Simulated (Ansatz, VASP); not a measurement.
# Two plane-wave programs on Si

Contents of INCAR:

```
SYSTEM = Si
PREC = Accurate ; ENCUT = 520
EDIFF = 1E-6 ; ISMEAR = 0
SIGMA = 0.03 ; LREAL = .False.
LASPH = .True. ; NELM = 60
ALGO = Normal ; ISIF = 2
LWAVE = .False. ; LCHARG = .False.
NBANDS = 16
```

The input KPOINTS:

```
regular mesh
0
Gamma
  12 12 6
  0 0 0
```

Contents of POSCAR:

```
Si
1.0
    3.9671651941      0.0000000000      0.0000000000
   -1.9835825971      3.4356658391      0.0000000000
    0.0000000000      0.0000000000      5.7750023730
Si
4
Direct
    0.3333333333      0.6666666667      0.0582655800
    0.6666666667      0.3333333333      0.5582655800
    0.3333333333      0.6666666667      0.4417344200
    0.6666666667      0.3333333333      0.9417344200
```

Input for Ansatz:

```yaml
crystal:
  lattice:
    - [3.9671651941, 0.0, 0.0]
    - [-1.9835825971, 3.4356658391, 0.0]
    - [0.0, 0.0, 5.775002373]
  atoms:
    - { symbol: Si, position: [0.3333333333, 0.6666666667, 0.05826558] }
    - { symbol: Si, position: [0.6666666667, 0.3333333333, 0.55826558] }
    - { symbol: Si, position: [0.3333333333, 0.6666666667, 0.44173442] }
    - { symbol: Si, position: [0.6666666667, 0.3333333333, 0.94173442] }
basis:
  ecutwfc: 420
kpoints:
  mp_grid: { grid: [12, 12, 6] }
hamiltonian:
  xc: lda
  pseudopotentials: { kind: paw, azcp: { folder: soft_1 } }
scf:
  occupations: { method: gaussian, width: 0.03 }
output:
  forces: true
  stress: true
  eigenvalues: true
```

Alike in both runs: task single point; functional LDA; k mesh 12 × 12 × 6; occupations gaussian, width 0.03 eV; no spin polarisation.

|  | VASP | Ansatz |
| --- | --- | --- |
| version | VASP 6.6.1 | Ansatz 0.2.0 |
| potentials or method | VASP PAW LDA potentials, release 64 (Si), cutoff 520 eV | scalar-relativistic, plane waves, PAW |
| valence electrons in the cell | 16 | 16 |

```tsv
	VASP	Ansatz	Ansatz less VASP
gap on the k mesh at the Fermi level (eV)	none	none	-
pressure (GPa)	1.5	1.4	-0.08
traceless stress, the component that is largest in VASP (GPa)	18.78	18.75	-0.032
rms of the force components (eV/Å)	0.580	0.579	-0.0006
```

Ansatz warns that its potentials were made for another functional, while VASP's fit it. LDA's correlation is that of Perdew and Zunger in VASP and of Perdew and Wang (1992) in Ansatz. Atom by atom the forces differ by 0.001 eV/Å (rms over components). A gap of «none» marks a metal or a gap that the smearing closes.
